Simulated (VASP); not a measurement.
Set up this calculation in VASP 6.6.1, as the native input.

```
Task                   : single point
Functional             : PBE
Potentials or basis    : VASP PAW PBE potentials, release 64 (Cl)
Cutoff                 : 520 eV
k mesh                 : 16 × 16 × 16
Occupations            : fermi-dirac, width 0.08 eV
Spin                   : no spin polarisation
Dipole correction      : no
Further INCAR settings : ALGO = Normal; EDIFF = 1e-06; NBANDS = 14
```

The structure of Cl lies in POSCAR:

```
Cl
1.0
   -2.2534947831      2.2534947831      1.3561405666
    2.2534947831     -2.2534947831      1.3561405666
    2.2534947831      2.2534947831     -1.3561405666
Cl
2
Direct
   -0.3750000000     -0.1250000000     -0.2500000000
    0.3750000000      0.1250000000      0.2500000000
```

One way to write it, as run:

INCAR

```
SYSTEM = Cl
PREC = Accurate
ENCUT = 520
EDIFF = 1E-6
ISMEAR = -1
SIGMA = 0.08
LREAL = .FALSE.
LASPH = .TRUE.
NELM = 100
ALGO = Normal
ISIF = 2
LWAVE = .FALSE.
LCHARG = .FALSE.
GGA = PE
NBANDS = 14
```

KPOINTS

```
regular mesh
0
G
  16 16 16
  0 0 0
```

Potentials or basis: VASP PAW PBE potentials, release 64 (Cl).

Command:

```sh
$ cat potpaw_PBE.64/Cl/POTCAR > POTCAR
$ mpirun -np 1 vasp_std > vasp.out
```

It gave:

```
Pressure               : 57.6 GPa
Band gap on the k mesh : zero (bands 7 and 8 overlap by 4.46 eV)
```

Caveat: the cell stands under pressure.

Run time: 68 s on 1 thread of AMD EPYC 9R45 96-Core Processor (Zen 5) (shared host), peak memory 0.2 GiB.
